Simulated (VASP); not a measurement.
A run of VASP 6.6.1 is set up as follows.

File INCAR:

```
SYSTEM = MgO
PREC     = Accurate       ! precision mode
ENCUT    = 520            ! plane-wave cutoff, eV
EDIFF    = 1E-6           ! SCF threshold, eV
ISMEAR   = 0              ! smearing method
SIGMA    = 0.05           ! smearing width, eV
LREAL    = .False.        ! projectors in reciprocal space
LASPH    = .True.         ! aspherical terms in the spheres
NELM     = 80             ! most SCF steps
ALGO     = Normal         ! electronic algorithm
ISIF     = 2              ! what is computed and relaxed
LWAVE    = .False.        ! write WAVECAR
LCHARG   = .True.         ! write CHGCAR
GGA      = PE             ! functional
LELF     = .True.         ! ELF
LVHAR    = .True.       
NBANDS   = 11             ! bands
```

KPOINTS

```
Automatic mesh
0
Gamma
  10 10 10
  0 0 0
```

POSCAR

```
MgO
1.0
    0.0000000000      2.1800959780      2.0205767601
    2.1800959780      0.0000000000      2.0205767601
    2.1800959780      2.1800959780      0.0000000000
Mg O
1 1
Direct
    0.0000000000      0.0000000000      0.0000000000
    0.5000000000      0.5000000000      0.5000000000
```

Potentials or basis: VASP PAW PBE potentials, release 64 (Mg, O).

Run with:

```bash
$ cat potpaw_PBE.64/Mg/POTCAR potpaw_PBE.64/O/POTCAR > POTCAR
$ mpirun -np 1 vasp_std > vasp.out
```

Problem. Predict the pressure.

Solution. 1.4 GPa.

Problem. Predict the band gap on the k mesh.

Solution. 4.37 eV, direct.

Stress tensor (GPa, compression positive):
```
-3.97  0.00  0.00
 0.00 -3.97  0.00
 0.00  0.00 12.16
```

Caveat: the cell differs from its parent crystal (strain +0.025 along x and y, -0.050 along z).
